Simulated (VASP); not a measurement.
Wanted: the native input for a VASP 6.6.1 run.

* Task: single point
* Functional: PBE
* Potentials or basis: VASP PAW PBE potentials, release 64 (Ca_sv)
* Cutoff: 520 eV
* k mesh: 12 × 12 × 12
* Occupations: fermi-dirac, width 0.1 eV
* Spin: no spin polarisation
* Dipole correction: no
* Further INCAR settings: ALGO = Normal; EDIFF = 1e-07; NBANDS = 11

The structure of Ca lies in POSCAR:

```
Ca
1.0
    3.2696830869      0.0000000000      0.0000000000
    0.0000000000      3.2696830869      0.0000000000
    0.0000000000      0.0000000000      3.2696830869
Ca
1
Direct
    0.0000000000      0.0000000000      0.0000000000
```

This cell differs from its parent crystal: volume scaled by 0.8.

The input as run:

INCAR

```
ALGO = Normal
EDIFF = 1E-7
ENCUT = 520
GGA = PE
ISIF = 2
ISMEAR = -1
LASPH = True
LCHARG = False
LREAL = False
LWAVE = False
NBANDS = 11
NELM = 60
PREC = Accurate
SIGMA = 0.1
```

KPOINTS

```
k-points
0
Gamma
  12 12 12
```

Potentials or basis: VASP PAW PBE potentials, release 64 (Ca_sv).

Launch:

```sh
$ cat potpaw_PBE.64/Ca_sv/POTCAR > POTCAR
$ mpirun -np 1 vasp_std > vasp.out
```

Results of the run:

```yaml
Pressure: 3.5 GPa
Band_gap_on_the_k_mesh: zero (band 5 reaches 3.20 eV, above the bottom of band 6 at 2.23 eV)
```

It took 7.7 s on 1 thread of Intel(R) Xeon(R) 6975P-C (Granite Rapids), on a shared host, peak memory 0.15 GiB.
